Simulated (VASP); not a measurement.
# WS2 in VASP: further runs

WS2 is run at these levels: PBE+D3(BJ); tasks: single point.

Everything below comes from runs of VASP 6.6.1. Logs are shortened: lines on timing, memory, paths and dates and some standing lists are left out, and cuts for length are marked.

## (1) The cell of the first run

The cell holds a slab with vacuum, 3 atoms: a = 3.159 Å, b = 3.159 Å, c = 23.152 Å, α = 90.00°, β = 90.00°, γ = 120.00°.

## (2) Single point, PBE+D3(BJ)

Contents of INCAR:

```
SYSTEM = WS2
PREC = Accurate
ENCUT = 520
EDIFF = 1E-6
ISMEAR = 0
SIGMA = 0.05
LREAL = .FALSE.
LASPH = .TRUE.
NELM = 80
ALGO = Normal
ISIF = 2
LWAVE = .FALSE.
LCHARG = .TRUE.
LDIPOL = .TRUE.
IDIPOL = 3
DIPOL = 0.5 0.5 0.500
GGA = PE
IVDW = 12
LELF = .TRUE.
LVHAR = .TRUE.
LVACPOTAV = .TRUE.
NBANDS = 20
```

Contents of KPOINTS:

```
Automatic mesh
0
G
  9 9 1
  0 0 0
```

Contents of POSCAR:

```
WS2
1.0
    3.1593423848      0.0000000000      0.0000000000
   -1.5796711924      2.7360707645      0.0000000000
    0.0000000000      0.0000000000     23.1521405912
S W
2 1
Direct
    0.6666666667      0.3333333333      0.4319255043
    0.6666666667      0.3333333333      0.5680744957
    0.3333333333      0.6666666667      0.4999999995
```

Potentials or basis: VASP PAW PBE potentials, release 64 (S, W_sv).

Launch:

```
cat potpaw_PBE.64/S/POTCAR potpaw_PBE.64/W_sv/POTCAR > POTCAR
mpirun -np 1 vasp_std > vasp.out
```

OUTCAR:

```text
SYSTEM = WS2
   PREC = Accurate
   ENCUT = 520
   EDIFF = 1E-6
   ISMEAR = 0
   LREAL = .FALSE.
   LASPH = .TRUE.
   NELM = 80
   ISIF = 2
   GGA = PE
   IVDW = 12
 IVDW          = 12

 ion  position               nearest neighbor table
   1  0.667  0.333  0.432-   3 2.41   3 2.41   3 2.41
   2  0.667  0.333  0.568-   3 2.41   3 2.41   3 2.41
   3  0.333  0.667  0.500-   1 2.41   1 2.41   1 2.41   2 2.41   2 2.41   2 2.41

  LATTYP: Found a hexagonal cell.
 ALAT       =     3.1593423848
 C/A-ratio  =     7.3281518023

  Lattice vectors:

 A1 = (   3.1593423848,   0.0000000000,   0.0000000000)
 A2 = (  -1.5796711924,   2.7360707645,   0.0000000000)
 A3 = (   0.0000000000,   0.0000000000,  23.1521405912)

Analysis of symmetry for initial positions (statically):
=====================================================================
 Subroutine PRICEL returns:
 Original cell was already a primitive cell.

 Routine SETGRP: Setting up the symmetry group for a
 hexagonal supercell.

 Subroutine GETGRP returns: Found 12 space group operations
 (whereof 12 operations were pure point group operations)
 out of a pool of 24 trial point group operations.

The static configuration has the point symmetry D_3h.

Analysis of symmetry for dynamics (positions and initial velocities):
=====================================================================
 Subroutine PRICEL returns:
 Original cell was already a primitive cell.

 Routine SETGRP: Setting up the symmetry group for a
 hexagonal supercell.

 Subroutine GETGRP returns: Found 12 space group operations
 (whereof 12 operations were pure point group operations)
 out of a pool of 24 trial point group operations.

The dynamic configuration has the point symmetry D_3h.

 Subroutine INISYM returns: Found 12 space group operations
 (whereof 12 operations are pure point group operations),
 and found     1 'primitive' translations

----------------------------------------------------------------------------------------

                                     Primitive cell

  volume of cell :     200.1314

  direct lattice vectors                    reciprocal lattice vectors
     3.159342385  0.000000000  0.000000000     0.316521566  0.182743811  0.000000000
    -1.579671192  2.736070764  0.000000000     0.000000000  0.365487623  0.000000000
     0.000000000  0.000000000 23.152140591     0.000000000  0.000000000  0.043192550

  length of vectors
     3.159342385  3.159342385 23.152140591     0.365487623  0.365487623  0.043192550

  position of ions in fractional coordinates (direct lattice)
     0.666666667  0.333333333  0.431925504
     0.666666667  0.333333333  0.568074496
     0.333333333  0.666666667  0.499999999

  ion indices of the primitive-cell ions
   primitive index   ion index
                 1           1
                 2           2
                 3           3

----------------------------------------------------------------------------------------

 KPOINTS: Automatic mesh

Automatic generation of k-mesh.
 Grid dimensions read from file:
 generate k-points for:    9    9    1

 Generating k-lattice:

  Cartesian coordinates                     Fractional coordinates (reciprocal lattice)
     0.035169063  0.020304868  0.000000000     0.111111111  0.000000000  0.000000000
     0.000000000  0.040609736  0.000000000     0.000000000  0.111111111  0.000000000
     0.000000000  0.000000000  0.043192550     0.000000000  0.000000000  1.000000000

  Length of vectors
     0.040609736  0.040609736  0.043192550

  Shift w.r.t. Gamma in fractional coordinates (k-lattice)
     0.000000000  0.000000000  0.000000000

 Subroutine IBZKPT returns following result:
 ===========================================

 Found     12 irreducible k-points:

 Following reciprocal coordinates:
            Coordinates               Weight
  0.000000  0.000000  0.000000      1.000000
  0.111111 -0.000000  0.000000      6.000000
  0.222222 -0.000000  0.000000      6.000000
  0.333333 -0.000000  0.000000      6.000000
  0.444444 -0.000000  0.000000      6.000000
  0.111111  0.111111  0.000000      6.000000
  0.222222  0.111111  0.000000     12.000000
  0.333333  0.111111  0.000000     12.000000
  0.444444  0.111111  0.000000      6.000000
  0.222222  0.222222  0.000000      6.000000
  0.333333  0.222222  0.000000     12.000000
  0.333333  0.333333  0.000000      2.000000
   k-points           NKPTS =     12   k-points in BZ     NKDIM =     12   number of bands    NBANDS=     20
   number of dos      NEDOS =    301   number of ions     NIONS =      3
   total plane-waves  NPLWV = 103680
   dimension x,y,z NGX =    24 NGY =   24 NGZ =  180
   dimension x,y,z NGXF=    48 NGYF=   48 NGZF=  360
   ions per type =               2   1
   NGX,Y,Z   is equivalent  to a cutoff of  12.63, 12.63, 12.93 a.u.
   NGXF,Y,Z  is equivalent  to a cutoff of  25.26, 25.26, 25.85 a.u.
 SYSTEM =  WS2
   PREC   = accura    normal or accurate (medium, high low for compatibility)
   ISTART =      0    job   : 0-new  1-cont  2-samecut
   ICHARG =      2    charge: 1-file 2-atom 10-const
   ISPIN  =      1    spin polarized calculation?
   LNONCOLLINEAR =      F non collinear calculations
   LSORBIT =      F    spin-orbit coupling
   LASPH  =      T    aspherical Exc in radial PAW
   ENCUT  =  520.0 eV  38.22 Ry    6.18 a.u.   5.87  5.87 43.05*2*pi/ulx,y,z
   NELM   =     80;   NELMIN=  2; NELMDL= -5     # of ELM steps
   EDIFF  = 0.1E-05   stopping-criterion for ELM
   LREAL  =      F    real-space projection
   EDIFFG = 0.1E-04   stopping-criterion for IOM
   NSW    =      0    number of steps for IOM
   IBRION =     -1    ionic relax: 0-MD 1-quasi-New 2-CG
   NFREE  =      0    steps in history (QN), initial steepest desc. (CG)
   ISIF   =      2    stress and relaxation
   ISYM   =      2    0-nonsym 1-usesym 2-fastsym
   POTIM  = 0.5000    time-step for ionic-motion
   TEBEG  =    0.0;   TEEND  =   0.0 temperature during run
   PSTRESS=    0.0 pullay stress
   NELECT =      26.0000    total number of electrons
   NUPDOWN=      -1.0000    fix difference up-down
   EMIN   =  10.00;   EMAX   =-10.00  energy-range for DOS
   EFERMI =   0.00;   METHOD = LEGACY
   ISMEAR =     0;   SIGMA  =   0.05  broadening in eV -4-tet -1-fermi 0-gaus
   EFERMI_NEDOS =   21; number of points for ismear=-14 and -15
   IALGO  =     38    algorithm
   IMIX   =      4    mixing-type and parameters
     AMIX     =   0.40;   BMIX     =  1.00
     AMIX_MAG =   1.60;   BMIX_MAG =  1.00
  volume/ion in A,a.u.               =      66.71       450.18
  Fermi-wavevector in a.u.,A,eV,Ry     =   0.829139  1.566846  9.353627  0.687472
  Thomas-Fermi vector in A             =   1.941635
   LORBIT       =      0    0 simple, 1 ext, 2 COOP (PROOUT), +10 PAW based schemes
   GGA     = PE    functional components
   LHFCALC =     F    Hartree Fock is set to
   AEXX    =    0.0000 exact exchange contribution
   IVDW    =    12    specifies the selected vdW correction
   LEPSILON=     F    determine dielectric tensor
   LRPA    =     F    only Hartree local field effects (RPA)
 non-spin polarized calculation
 Gauss-broadening in eV      SIGMA  =   0.05
  energy-cutoff  :      520.00
  volume of cell :      200.13
 maximum number of plane-waves:      5422
 NGX is ok and might be reduce to    24
   NGX = 11   NGY = 11   NGZ = 87

 number of electron      25.9999997 magnetization

 dipolmoment           0.000000      0.000000      0.000000 electrons x Angstroem

 Free energy of the ion-electron system (eV)
  ---------------------------------------------------
  ext. energy  EPLUGINS =         0.00000000
  ---------------------------------------------------
  free energy    TOTEN  =       -23.66563137 eV

  energy without entropy =      -23.66563137  energy(sigma->0) =      -23.66563137

 E-fermi :  -1.9279     XC(G=0):  -3.3776

 val. band max:       -2.3289384666   @ k =   0.3333   0.3333   0.0000
 cond. band min:      -0.4052259945   @ k =   0.3333   0.3333   0.0000
 fundamental gap:      1.9237124721
 Fermi energy:        -1.9278745906

 k-point     1 :       0.0000    0.0000    0.0000
  band No.  band energies     occupation
      1     -76.3366      2.00000
      2     -40.5882      2.00000
      3     -40.4140      2.00000
      4     -40.4140      2.00000
      5     -17.1523      2.00000
      6     -15.5283      2.00000
[... 12 lines left out ...]
     19       2.9726      0.00000
     20       3.2789      0.00000

 k-point     2 :       0.1111   -0.0000    0.0000
  band No.  band energies     occupation
      1     -76.3344      2.00000
      2     -40.5805      2.00000
      3     -40.4568      2.00000
      4     -40.4239      2.00000
      5     -16.9456      2.00000
      6     -15.4505      2.00000
[... 12 lines left out ...]
     19       3.2211      0.00000
     20       3.7466      0.00000

 k-point     3 :       0.2222   -0.0000    0.0000
  band No.  band energies     occupation
      1     -76.3289      2.00000
      2     -40.5637      2.00000
      3     -40.5609      2.00000
      4     -40.4490      2.00000
      5     -16.3813      2.00000
      6     -15.2396      2.00000
[... 12 lines left out ...]
     19       3.9222      0.00000
     20       4.4990      0.00000

 k-point     4 :       0.3333   -0.0000    0.0000
  band No.  band energies     occupation
      1     -76.3227      2.00000
      2     -40.6830      2.00000
      3     -40.5386      2.00000
      4     -40.4773      2.00000
      5     -15.6363      2.00000
      6     -14.9695      2.00000
[... 153 lines left out ...]
 k-point    11 :       0.3333    0.2222    0.0000
  band No.  band energies     occupation
      1     -76.3168      2.00000
      2     -40.7172      2.00000
      3     -40.5824      2.00000
      4     -40.5176      2.00000
      5     -14.7988      2.00000
      6     -14.6417      2.00000
[... 12 lines left out ...]
     19       5.7466      0.00000
     20       6.6236      0.00000

 k-point    12 :       0.3333    0.3333    0.0000
  band No.  band energies     occupation
      1     -76.3157      2.00000
      2     -40.6800      2.00000
      3     -40.6457      2.00000
      4     -40.5137      2.00000
      5     -14.6306      2.00000
      6     -14.5654      2.00000
[... 12 lines left out ...]
     19       4.8296      0.00000
     20       7.0073      0.00000

------------------------ aborting loop because EDIFF is reached ----------------------------------------

 Edisp (eV)   -0.93036

 E8    (eV) :    -0.4184

  FORCE on cell =-STRESS in cart. coord.  units (eV):
  Direction    XX          YY          ZZ          XY          YZ          ZX
  --------------------------------------------------------------------------------------
  -------------------------------------------------------------------------------------
  Total      -0.00673    -0.00673    -0.01673    -0.00000    -0.00000     0.00000
  in kB      -0.05390    -0.05390    -0.13390    -0.00000    -0.00000     0.00000
  external pressure =       -0.08 kB  Pullay stress =        0.00 kB

 VOLUME and BASIS-vectors are now :
 -----------------------------------------------------------------------------
  energy-cutoff  :      520.00
  volume of cell :      200.13
      direct lattice vectors                 reciprocal lattice vectors
     3.159342385  0.000000000  0.000000000     0.316521566  0.182743811  0.000000000
    -1.579671192  2.736070764  0.000000000     0.000000000  0.365487623  0.000000000
     0.000000000  0.000000000 23.152140591     0.000000000  0.000000000  0.043192550

 POSITION                                       TOTAL-FORCE (eV/Angst)
 -----------------------------------------------------------------------------------
      1.57967      0.91202     10.00000         0.000000     -0.000000     -0.004466
      1.57967      0.91202     13.15214         0.000000      0.000000      0.004466
     -0.00000      1.82405     11.57607        -0.000000      0.000000      0.000000
 -----------------------------------------------------------------------------------
    total drift:                                0.000000     -0.000000      0.000027

  FREE ENERGIE OF THE ION-ELECTRON SYSTEM (eV)
  ---------------------------------------------------
  free  energy   TOTEN  =       -24.5959958364 eV

  energy  without entropy=      -24.5959958364  energy(sigma->0) =      -24.59599584

 vacuum level on the upper side and lower side of the slab         3.325         3.325
```

Wall time 2.1 min (1 thread of AMD EPYC 7R43 (Zen 3), shared host); peak memory 0.28 GiB.

What came out:

| Quantity | Value |
| --- | --- |
| Free energy | -24.5960 eV |
| Largest force | 0.004 eV/Å |
| Band gap on the k mesh | 1.92 eV |
| Dispersion energy per atom | -0.310 eV |

Forces in eV/Å, atoms in the order of the input:
```
S    0.000  0.000 -0.004
S    0.000  0.000  0.004
W    0.000  0.000  0.000
```

Caveat: spin-orbit coupling is left out, which moves the levels of the heavy elements.

## (3) Single point, PBE+D3(BJ)

Contents of INCAR:

```
PREC = Accurate
ENCUT = 520
EDIFF = 1E-6
ISMEAR = 0
SIGMA = 0.05
LREAL = False
LASPH = True
NELM = 60
ALGO = Normal
ISIF = 2
LWAVE = False
LCHARG = False
LDIPOL = True
IDIPOL = 3
DIPOL = 0.5 0.5 0.500
GGA = PE
IVDW = 12
NBANDS = 20
```

Contents of KPOINTS:

```
Automatic mesh
0
Gamma
  12 12 1
```

Contents of POSCAR:

```
WS2
1.0
    3.1593423848      0.0000000000      0.0000000000
   -1.5796711924      2.7360707645      0.0000000000
    0.0000000000      0.0000000000     23.1189237369
S W
2 1
Direct
    0.6666666667      0.3333333333      0.4318276962
    0.6666666667      0.3333333333      0.5681723041
    0.3333333333      0.6666666667      0.4999999997
```

Potentials or basis: VASP PAW PBE potentials, release 64 (S, W_sv).

Launch:

```
cat potpaw_PBE.64/S/POTCAR potpaw_PBE.64/W_sv/POTCAR > POTCAR
mpirun -np 1 vasp_std > vasp.out
```

It took 3 min on 1 thread of AMD EPYC 7R43 (Zen 3), shared host; peak memory 0.31 GiB.

It converged, with:

```
Free energy                : -24.5962 eV
Largest force              : 0.004 eV/Å
Band gap on the k mesh     : 1.92 eV
Dispersion energy per atom : -0.310 eV
```

Forces on the atoms (eV/Å):
```
S    0.000  0.000 -0.004
S    0.000  0.000  0.004
W    0.000  0.000  0.000
```

Levels at points of the mesh, in eV from the valence-band top:
| k point | band 11 | band 12 | band 13 | band 14 | band 15 | band 16 |
| --- | --- | --- | --- | --- | --- | --- |
| (0.00, 0.00, 0.00) | -1.57 | -1.57 | -0.14 | 2.94 | 2.94 | 3.07 |
| (0.50, 0.00, 0.00) | -2.22 | -1.22 | -0.96 | 2.95 | 3.37 | 4.06 |

Caveat: spin-orbit coupling is left out, which moves the levels of the heavy elements.
